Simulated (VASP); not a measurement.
Here is a VASP 6.6.1 calculation.

The input INCAR:

```
  ALGO = Normal
  EDIFF = 1E-6
  ENCUT = 520
  GGA = PE
  ISIF = 2
  ISMEAR = -1
  LASPH = T
  LCHARG = T
  LELF = T
  LREAL = F
  LVHAR = T
  LWAVE = F
  NBANDS = 18
  NELM = 100
  PREC = Accurate
  SIGMA = 0.06122561905347299
```

File KPOINTS:

```
k-points
0
Gamma
  15 15 15
```

POSCAR

```
LiO3
1.0
    3.5363096498      0.0000000000      0.0000000000
    0.0000000000      3.5363096498      0.0000000000
    0.0000000000      0.0000000000      3.5363096498
Li O
1 3
Direct
    0.0000000000      0.0000000000      0.0000000000
    0.5000000000      0.0000000000      0.0000000000
    0.0000000000      0.5000000000      0.0000000000
    0.0000000000      0.0000000000      0.5000000000
```

Potentials or basis: VASP PAW PBE potentials, release 64 (Li_sv, O).

Launch:

```console
$ cat potpaw_PBE.64/Li_sv/POTCAR potpaw_PBE.64/O/POTCAR > POTCAR
$ mpirun -np 1 vasp_std > vasp.out
```

Q: What does it give for the band gap on the k mesh?

A: Zero (an odd number of electrons rules out a gap without spin polarisation).

Caveat: an odd number of electrons without spin polarisation forces a metal; a magnetic or distorted state may lie lower.
